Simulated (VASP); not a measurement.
# Si: single point with LDA

Crystal: Si.

```
CELL_PARAMETERS angstrom
0.00000 2.62886 2.70097
2.62886 0.00000 2.70097
2.62886 2.62886 0.00000
ATOMIC_POSITIONS crystal
Si 0.50889 0.49111 0.49111
Si 0.74111 0.75889 0.75889
```

* Program: VASP 6.6.1
* Task: single point
* Functional: LDA
* Potentials or basis: VASP PAW LDA potentials, release 64 (Si)
* Cutoff: 520 eV
* k mesh: 12 × 12 × 12
* Occupations: gaussian, width 0.05 eV
* Spin: no spin polarisation

The pressure is 6.2 GPa and the largest force is 1.361 eV/Å. The band gap on the k mesh is zero (band 4 reaches 6.94 eV, above the bottom of band 5 at 6.68 eV).

Forces on the atoms (eV/Å):
```
Si   1.361  0.000  0.000
Si  -1.361  0.000  0.000
```

Stress tensor (GPa, compression positive):
```
 6.57  0.00  0.00
 0.00  7.36 -5.18
 0.00 -5.18  4.73
```

Levels at points of the mesh, in eV from the Fermi level:
```tsv
k point	band 1	band 2	band 3	band 4	band 5	band 6	band 7	band 8
(0.00, 0.00, 0.00)	-12.69	-0.73	-0.14	0.20	2.07	2.26	2.60	3.77
(0.50, 0.00, 0.00)	-10.27	-7.36	-1.88	-1.19	1.36	2.71	3.19	7.29
(0.00, 0.00, 0.50)	-10.07	-7.78	-1.63	-1.24	1.44	2.79	3.47	7.45
(0.50, 0.50, 0.00)	-8.41	-8.41	-3.11	-3.11	0.37	0.37	10.41	10.41
(0.50, 0.00, 0.50)	-8.24	-8.24	-3.33	-3.33	0.14	0.14	10.16	10.16
(0.00, 0.50, 0.50)	-8.50	-7.94	-3.51	-3.20	-0.06	0.37	10.10	10.21
```

Wall time 55 s on 1 thread of Intel(R) Xeon(R) 6975P-C (Granite Rapids), on a shared host, peak memory 0.25 GiB.

Caveat: forces of over 1 eV/Å act on the atoms, so gaps and moduli don't describe the material at rest.
